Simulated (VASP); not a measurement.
# As (R-3m) in VASP: notebook

The runs below take As through single point, with PBE.

Everything below comes from runs of VASP 6.6.1. Logs are shortened: lines on timing, memory, paths and dates and some standing lists are left out, and cuts for length are marked.

## Step 1: The cell of the first run

It takes space group R-3m (No. 166, trigonal). Conventional cell: a = 3.807 Å, b = 3.807 Å, c = 10.824 Å, α = 90.00°, β = 90.00°, γ = 120.00°. As (site symmetry 3m) has 6 As at 2.55 to 3.19 Å within 3.4 Å.

## Step 2: Single point, PBE

File INCAR:

```
SYSTEM = As
PREC = Accurate ; ENCUT = 520
EDIFF = 1E-6 ; ISMEAR = -1
SIGMA = 0.1 ; LREAL = .FALSE.
LASPH = .TRUE. ; NELM = 60
ALGO = Normal ; ISIF = 2
LWAVE = .FALSE. ; LCHARG = .FALSE.
GGA = PE ; NBANDS = 12
```

File KPOINTS:

```
regular mesh
0
G
  14 14 14
  0 0 0
```

File POSCAR:

```
As
1.0
    1.9036109523      1.0990502958      3.6081612956
   -1.9036109523      1.0990502958      3.6081612956
    0.0000000000     -2.1981005915      3.6081612956
As
2
Direct
    0.7737100447      0.7737100447      0.7737100447
    0.2262899553      0.2262899553      0.2262899553
```

Potentials or basis: VASP PAW PBE potentials, release 64 (As).

Command:

```console
$ cat potpaw_PBE.64/As/POTCAR > POTCAR
$ mpirun -np 1 vasp_std > vasp.out
```

OUTCAR:

```text
SYSTEM = As
   PREC = Accurate
   ENCUT = 520
   EDIFF = 1E-6
   ISMEAR = -1
   LREAL = .FALSE.
   LASPH = .TRUE.
   NELM = 60
   ISIF = 2
   GGA = PE

 ion  position               nearest neighbor table
   1  0.774  0.774  0.774-   2 2.55   2 2.55   2 2.55
   2  0.226  0.226  0.226-   1 2.55   1 2.55   1 2.55

  LATTYP: Found a trigonal (rhomboedric) cell.
 ALAT       =     4.2249821474
 COS(alpha) =     0.5939900948

  Lattice vectors:

 A1 = (   1.9036109523,   1.0990502958,   3.6081612956)
 A2 = (  -1.9036109523,   1.0990502958,   3.6081612956)
 A3 = (   0.0000000000,  -2.1981005915,   3.6081612956)

Analysis of symmetry for initial positions (statically):
=====================================================================
 Subroutine PRICEL returns:
 Original cell was already a primitive cell.

 Routine SETGRP: Setting up the symmetry group for a
 trigonal (rhombohedral) supercell.

 Subroutine GETGRP returns: Found 12 space group operations
 (whereof 12 operations were pure point group operations)
 out of a pool of 12 trial point group operations.

The static configuration has the point symmetry D_3d.

Analysis of symmetry for dynamics (positions and initial velocities):
=====================================================================
 Subroutine PRICEL returns:
 Original cell was already a primitive cell.

 Routine SETGRP: Setting up the symmetry group for a
 trigonal (rhombohedral) supercell.

 Subroutine GETGRP returns: Found 12 space group operations
 (whereof 12 operations were pure point group operations)
 out of a pool of 12 trial point group operations.

The dynamic configuration has the point symmetry D_3d.

 Subroutine INISYM returns: Found 12 space group operations
 (whereof 12 operations are pure point group operations),
 and found     1 'primitive' translations

----------------------------------------------------------------------------------------

                                     Primitive cell

  volume of cell :      45.2932

  direct lattice vectors                    reciprocal lattice vectors
     1.903610952  1.099050296  3.608161296     0.262658712  0.151646078  0.092383158
    -1.903610952  1.099050296  3.608161296    -0.262658712  0.151646078  0.092383158
     0.000000000 -2.198100591  3.608161296     0.000000000 -0.303292156  0.092383158

  length of vectors
     4.224982147  4.224982147  4.224982147     0.317050121  0.317050121  0.317050121

  position of ions in fractional coordinates (direct lattice)
     0.773710045  0.773710045  0.773710045
[... 83 lines left out ...]
   NFREE  =      0    steps in history (QN), initial steepest desc. (CG)
   ISIF   =      2    stress and relaxation
   ISYM   =      2    0-nonsym 1-usesym 2-fastsym
   POTIM  = 0.5000    time-step for ionic-motion
   TEBEG  =    0.0;   TEEND  =   0.0 temperature during run
   PSTRESS=    0.0 pullay stress
   NELECT =      10.0000    total number of electrons
   NUPDOWN=      -1.0000    fix difference up-down
   EMIN   =  10.00;   EMAX   =-10.00  energy-range for DOS
   EFERMI =   0.00;   METHOD = LEGACY
   ISMEAR =    -1;   SIGMA  =   0.10  broadening in eV -4-tet -1-fermi 0-gaus
   EFERMI_NEDOS =   21; number of points for ismear=-14 and -15
   IALGO  =     38    algorithm
   IMIX   =      4    mixing-type and parameters
     AMIX     =   0.40;   BMIX     =  1.00
     AMIX_MAG =   1.60;   BMIX_MAG =  1.00
  volume/ion in A,a.u.               =      22.65       152.83
  Fermi-wavevector in a.u.,A,eV,Ry     =   0.989458  1.869804 13.320461  0.979026
  Thomas-Fermi vector in A             =   2.121058
   LORBIT       =      0    0 simple, 1 ext, 2 COOP (PROOUT), +10 PAW based schemes
   GGA     = PE    functional components
   LHFCALC =     F    Hartree Fock is set to
   AEXX    =    0.0000 exact exchange contribution
   IVDW    =     0    specifies the selected vdW correction
   LEPSILON=     F    determine dielectric tensor
   LRPA    =     F    only Hartree local field effects (RPA)
 non-spin polarized calculation
  energy-cutoff  :      520.00
  volume of cell :       45.29
 maximum number of plane-waves:      1235
   NGX = 15   NGY = 15   NGZ = 15

 number of electron      10.0000000 magnetization

 number of electron       9.9999999 magnetization

 Free energy of the ion-electron system (eV)
  ---------------------------------------------------
  ext. energy  EPLUGINS =         0.00000000
  ---------------------------------------------------
  free energy    TOTEN  =        -9.34574252 eV

  energy without entropy =       -9.33744830  energy(sigma->0) =       -9.34159541

 E-fermi :   5.0145     XC(G=0):  -9.7433

 val. band max:        5.0089244342   @ k =   0.4286   0.2857   0.2857
 cond. band min:       5.0149204435   @ k =   0.5000   0.0714   0.0714
 fundamental gap:      0.0059960093
 Fermi energy:         5.0145355876

 k-point     1 :       0.0000    0.0000    0.0000
  band No.  band energies     occupation
      1      -9.7101      2.00000
      2      -1.1662      2.00000
      3       2.4849      2.00000
      4       3.0514      2.00000
      5       3.0514      2.00000
      6       6.5380      0.00000
      7       7.7364      0.00000
      8       7.7364      0.00000
      9      11.8816      0.00000
     10      11.8816      0.00000
     11      12.2470      0.00000
     12      13.6571      0.00000
[... 331 lines left out ...]
 k-point    24 :       0.2857    0.1429   -0.0000
  band No.  band energies     occupation
      1      -8.8389      2.00000
      2      -3.1400      2.00000
      3       1.4121      2.00000
      4       1.9527      2.00000
      5       3.7304      1.99999
      6       6.2276      0.00001
      7       7.5531      0.00000
      8       7.9239      0.00000
      9      10.1307      0.00000
     10      12.6965      0.00000
     11      13.7111      0.00000
     12      15.3419      0.00000

 [... further k-points ...]
[... 5 lines left out ...]
  --------------------------------------------------------------------------------------
  -------------------------------------------------------------------------------------
  Total        0.0919514      0.0919514      0.0796208     -0.0000000      0.0000000      0.0000000
  in kB        3.2526390      3.2526390      2.8164654     -0.0000000      0.0000000      0.0000000
  external PRESSURE =       3.1072478 kB  Pullay stress =       0.0000000 kB

 VOLUME and BASIS-vectors are now :
 -----------------------------------------------------------------------------
  energy-cutoff  :      520.00
  volume of cell :       45.29
      direct lattice vectors                 reciprocal lattice vectors
     1.903610952  1.099050296  3.608161296     0.262658712  0.151646078  0.092383158
    -1.903610952  1.099050296  3.608161296    -0.262658712  0.151646078  0.092383158
     0.000000000 -2.198100591  3.608161296     0.000000000 -0.303292156  0.092383158

 POSITION                                       TOTAL-FORCE (eV/Angst)
 -----------------------------------------------------------------------------------
      0.00000      0.00000      8.37501         0.000000     -0.000000     -0.039411
      0.00000      0.00000      2.44947         0.000000      0.000000      0.039411
 -----------------------------------------------------------------------------------
    total drift:                                0.000000     -0.000000      0.000000

  FREE ENERGIE OF THE ION-ELECTRON SYSTEM (eV)
  ---------------------------------------------------
  free  energy   TOTEN  =        -9.3457425221 eV

  energy  without entropy=       -9.3374483000  energy(sigma->0) =       -9.34159541
```

OSZICAR:

```text
N       E                     dE             d eps       ncg     rms          rms(c)
DAV:   1     0.290739787714E+02    0.29074E+02   -0.41519E+03  6920   0.690E+02
DAV:   2    -0.768172802068E+01   -0.36756E+02   -0.35085E+02  9364   0.110E+02
DAV:   3    -0.935055137855E+01   -0.16688E+01   -0.16619E+01  8724   0.241E+01
DAV:   4    -0.935917887851E+01   -0.86275E-02   -0.86269E-02  7720   0.198E+00
DAV:   5    -0.935920241852E+01   -0.23540E-04   -0.23539E-04  8752   0.113E-01    0.314E+00
DAV:   6    -0.935022579889E+01    0.89766E-02   -0.50512E-03  7788   0.444E-01    0.189E+00
DAV:   7    -0.934555593563E+01    0.46699E-02   -0.11558E-02  8136   0.686E-01    0.897E-02
DAV:   8    -0.934568858981E+01   -0.13265E-03   -0.43507E-04  8320   0.123E-01    0.335E-02
DAV:   9    -0.934574271189E+01   -0.54122E-04   -0.69305E-05  8148   0.527E-02    0.125E-02
DAV:  10    -0.934574252208E+01    0.18981E-06   -0.47833E-06  8380   0.123E-02
   1 F= -.93457425E+01 E0= -.93415954E+01  d E =-.829422E-02
```

It took 58 s on 1 thread of Intel Xeon Platinum 8488C (Sapphire Rapids), shared host; peak memory 0.27 GiB.

Results:

```
Free energy            : -9.3457 eV
Pressure               : 0.3 GPa
Largest force          : 0.039 eV/Å
Band gap on the k mesh : zero (band 5 reaches 5.04 eV, above the bottom of band 6 at 4.64 eV)
```

Forces on the atoms (eV/Å):
```
As   0.000  0.000 -0.039
As   0.000  0.000  0.039
```

Levels at points of the mesh, in eV from the Fermi level:
| k point | band 1 | band 2 | band 3 | band 4 | band 5 | band 6 | band 7 | band 8 | band 9 | band 10 |
| --- | --- | --- | --- | --- | --- | --- | --- | --- | --- | --- |
| (0.00, 0.00, 0.00) | -14.72 | -6.18 | -2.53 | -1.96 | -1.96 | 1.52 | 2.72 | 2.72 | 6.87 | 6.87 |
| (0.50, 0.00, 0.00) | -12.15 | -10.93 | -2.85 | -2.79 | -0.54 | -0.38 | 0.31 | 1.37 | 8.72 | 8.72 |
| (0.50, 0.50, 0.00) | -12.14 | -9.71 | -5.78 | -4.08 | -3.95 | 1.52 | 5.04 | 6.55 | 6.69 | 10.35 |
| (0.50, 0.50, 0.50) | -13.58 | -9.85 | -1.71 | -1.71 | -0.72 | 0.80 | 0.80 | 1.63 | 7.81 | 10.14 |

[end of part 1 of 3]
